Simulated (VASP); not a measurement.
A run of VASP 6.6.1:

File INCAR:

```
SYSTEM = ZrO2
  PREC = Accurate
  ENCUT = 600
  EDIFF = 1E-6
  ISMEAR = 0
  SIGMA = 0.01
  LREAL = .False.
  LASPH = .True.
  NELM = 120
  ALGO = Normal
  ISIF = 2
  LWAVE = .False.
  LCHARG = .False.
  GGA = PE
  NBANDS = 19
  GGA_COMPAT = .False.
```

File KPOINTS:

```
Automatic mesh
0
Gamma
  6 6 6
  0 0 0
```

File POSCAR:

```
ZrO2
1.0
    0.0000000000      2.5122633492      2.5122633492
    2.5122633492      0.0000000000      2.5122633492
    2.5122633492      2.5122633492      0.0000000000
Zr O
1 2
Direct
    0.0000000000      0.0000000000      0.0000000000
    0.2500000000      0.2500000000      0.2500000000
    0.7500000000      0.7500000000      0.7500000000
```

Potentials or basis: VASP PAW PBE potentials, release 64 (Zr_sv, O).

The run is started by

```console
$ cat potpaw_PBE.64/Zr_sv/POTCAR potpaw_PBE.64/O/POTCAR > POTCAR
$ mpirun -np 1 vasp_std > vasp.out
```

Hardware: 1 thread of Intel(R) Xeon(R) Platinum 8375C CPU @ 2.90GHz (Ice Lake), on a shared host.

**Question.** How long does it take, and how much memory?

**Answer.** Wall time 13 s on 1 thread of Intel(R) Xeon(R) Platinum 8375C CPU @ 2.90GHz (Ice Lake), with other jobs on the host, peak memory 0.16 GiB. Counts: scf iterations 14, k points 16.
